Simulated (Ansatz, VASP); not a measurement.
**Two plane-wave programs on Pt**

The input INCAR:

```
SYSTEM = Pt
PREC = Accurate ; ENCUT = 520
EDIFF = 1E-6 ; ISMEAR = -1
SIGMA = 0.02 ; LREAL = .FALSE.
LASPH = .TRUE. ; NELM = 60
ALGO = Normal ; ISIF = 2
LWAVE = .FALSE. ; LCHARG = .FALSE.
GGA = PE ; NBANDS = 11
```

The input KPOINTS:

```
regular mesh
0
G
  20 20 20
  0 0 0
```

Contents of POSCAR:

```
Pt
1.0
    0.0000000000      2.1047425000      1.9579000000
    2.1047425000      0.0000000000      1.9579000000
    2.1047425000      2.1047425000      0.0000000000
Pt
1
Direct
    0.0000000000      0.0000000000      0.0000000000
```

Input for Ansatz:

```yaml
crystal:
  lattice:
    - [0.0, 2.1047425, 1.9579]
    - [2.1047425, 0.0, 1.9579]
    - [2.1047425, 2.1047425, 0.0]
  atoms:
    - { symbol: Pt, position: [0.0, 0.0, 0.0] }
basis:
  ecutwfc: 420
kpoints:
  mp_grid: { grid: [20, 20, 20] }
hamiltonian:
  xc: pbe
scf:
  occupations: { method: fermi_dirac, width: 0.02 }
output:
  forces: true
  stress: true
  eigenvalues: true
```

Change from the starting cell: strain +0.0750 x Voigt [1, 1, 0, 0, 0, 0], atoms carried along.

Alike in both runs: task single point; functional PBE; k mesh 20 × 20 × 20; occupations fermi-dirac, width 0.02 eV; no spin polarisation.

```csv
,VASP,Ansatz
version,VASP 6.6.1,Ansatz 0.2.0
potentials or method,"VASP PAW PBE potentials, release 64 (Pt), cutoff 520 eV","scalar-relativistic, plane waves, PAW"
valence electrons in the cell,10,18
```

VASP gave:

| Item | Value |
| --- | --- |
| gap on the k mesh at the Fermi level (eV) | none |
| pressure (GPa) | -19.4 |
| traceless stress, the component that is largest in VASP (GPa) | 1.75 |

Problem. Estimate Ansatz's values.

Solution. gap on the k mesh at the Fermi level (eV): none; pressure (GPa): -19.0; traceless stress, the component that is largest in VASP (GPa): 1.75.

A gap of «none» marks a metal or a gap that the smearing closes. VASP's potentials hold 10 valence electrons a cell and Ansatz's 18, so a difference there can come from the potentials and not from the codes.

Neither program's run includes spin-orbit coupling.
